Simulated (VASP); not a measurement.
A run of VASP 6.6.1:

The input INCAR:

```
SYSTEM = SrV3
PREC = Accurate
ENCUT = 600
EDIFF = 1E-6
ISMEAR = 0
SIGMA = 0.1
LREAL = .FALSE.
LASPH = .TRUE.
NELM = 80
ALGO = Fast
ISIF = 3
LWAVE = .FALSE.
LCHARG = .FALSE.
GGA = PE
IBRION = 2
NSW = 90
EDIFFG = -0.04
```

File KPOINTS:

```
Automatic mesh
0
G
  3 3 4
  0 0 0
```

Contents of POSCAR:

```
SrV3
1.0
    5.9254361649      0.0000000000      0.0000000000
   -2.9627180824      5.1315782473      0.0000000000
    0.0000000000      0.0000000000      4.7560767716
Sr V
2 6
Direct
    0.3333333333      0.6666666667      0.2500000000
    0.6666666667      0.3333333333      0.7500000000
    0.8330000000      0.6660000000      0.2500000000
    0.1670000000      0.8330000000      0.7500000000
    0.3340000000      0.1670000000      0.2500000000
    0.1670000000      0.3340000000      0.7500000000
    0.8330000000      0.1670000000      0.2500000000
    0.6660000000      0.8330000000      0.7500000000
```

Potentials or basis: VASP PAW PBE potentials, release 64 (Sr_sv, V_sv).

Run with:

```console
$ cat potpaw_PBE.64/Sr_sv/POTCAR potpaw_PBE.64/V_sv/POTCAR > POTCAR
$ mpirun -np 1 vasp_std > vasp.out
```

Hardware: 1 thread of AMD EPYC 9R45 96-Core Processor (Zen 5), on a shared host.

Estimate the wall time of this run.

Run time: 39 min on 1 thread of AMD EPYC 9R45 96-Core Processor (Zen 5), with other jobs on the host, peak memory 0.33 GiB. Counts: scf iterations 454, k points 9, ion steps 17.
